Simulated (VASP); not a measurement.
A run of VASP 6.6.1:

INCAR

```
PREC = Accurate ; ENCUT = 520
EDIFF = 1E-7 ; ISMEAR = 0
SIGMA = 0.1 ; LREAL = Auto
LASPH = T ; NELM = 100
ALGO = Normal ; ISIF = 2
LWAVE = F ; LCHARG = F
GGA = PE ; NBANDS = 52
```

KPOINTS

```
Automatic mesh
0
Gamma
  6 6 6
```

File POSCAR:

```
SrAlZnC6N6
1.0
    0.0000000000      5.3919822446      5.3919822446
    5.3919822446      0.0000000000      5.3919822446
    5.3919822446      5.3919822446      0.0000000000
Sr Al Zn C N
1 1 1 6 6
Direct
    0.2500000000      0.2500000000      0.2500000000
    0.0000000000      0.0000000000      0.0000000000
    0.5000000000      0.5000000000      0.5000000000
    0.8066478147      0.1933521853      0.1933521853
    0.8066478147      0.1933521853      0.8066478147
    0.8066478147      0.8066478147      0.1933521853
    0.1933521853      0.8066478147      0.8066478147
    0.1933521853      0.8066478147      0.1933521853
    0.1933521853      0.1933521853      0.8066478147
    0.6983127364      0.3016872636      0.3016872636
    0.6983127364      0.3016872636      0.6983127364
    0.6983127364      0.6983127364      0.3016872636
    0.3016872636      0.6983127364      0.6983127364
    0.3016872636      0.6983127364      0.3016872636
    0.3016872636      0.3016872636      0.6983127364
```

Potentials or basis: VASP PAW PBE potentials, release 64 (Sr_sv, Al, Zn, C, N).

Command:

```console
$ cat potpaw_PBE.64/Sr_sv/POTCAR potpaw_PBE.64/Al/POTCAR potpaw_PBE.64/Zn/POTCAR potpaw_PBE.64/C/POTCAR potpaw_PBE.64/N/POTCAR > POTCAR
$ mpirun -np 1 vasp_std > vasp.out
```

Hardware: 1 thread of Intel(R) Xeon(R) Platinum 8488C (Sapphire Rapids) (shared host).

**Question.** How long does it take, and how much memory?

**Answer.** Wall time 13 min on 1 thread of Intel(R) Xeon(R) Platinum 8488C (Sapphire Rapids), on a shared host, peak memory 0.6 GiB. Counts: scf iterations 21, k points 16.
